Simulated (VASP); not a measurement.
# LiH: single point with PBE

The system is LiH.

```
Li H
1.0
     0.00000    2.03250    2.03250
     2.03250    0.00000    2.03250
     2.03250    2.03250    0.00000
Li H
1 1
Direct
  0.99130 0.00000 0.00000
  0.50000 0.50000 0.50000
```

```
Program                : VASP 6.6.1
Task                   : single point
Functional             : PBE
Potentials or basis    : VASP PAW PBE potentials, release 64 (Li_sv, H)
Cutoff                 : 520 eV
k mesh                 : 10 × 10 × 10
Occupations            : gaussian, width 0.05 eV
Spin                   : no spin polarisation
Dipole correction      : no
Further INCAR settings : ALGO = Normal; EDIFF = 1e-07; NBANDS = 9
```

* Largest force: 0.024 eV/Å
* Band gap on the k mesh: 3.01 eV

Forces on the atoms (eV/Å):
```
Li   0.000  0.017  0.017
H    0.000 -0.017 -0.017
```

Levels at points of the mesh, in eV from the valence-band top:
| k point | band 1 | band 2 | band 3 | band 4 | band 5 | band 6 |
| --- | --- | --- | --- | --- | --- | --- |
| (0.00, 0.00, 0.00) | -44.33 | -5.27 | 15.54 | 17.47 | 17.47 | 17.48 |
| (0.50, 0.00, 0.00) | -44.29 | -2.51 | 4.82 | 13.31 | 16.12 | 16.12 |
| (0.00, 0.50, 0.00) | -44.29 | -2.51 | 4.82 | 13.30 | 16.12 | 16.12 |
| (0.50, 0.50, 0.00) | -44.28 | 0.00 | 3.01 | 10.61 | 10.61 | 13.72 |
| (0.00, 0.50, 0.50) | -44.28 | 0.00 | 3.01 | 10.61 | 10.61 | 13.72 |

It took 35 s on 1 thread of Intel Xeon 8259CL (shared host), peak memory 0.14 GiB.

 A k mesh can miss the band edges.
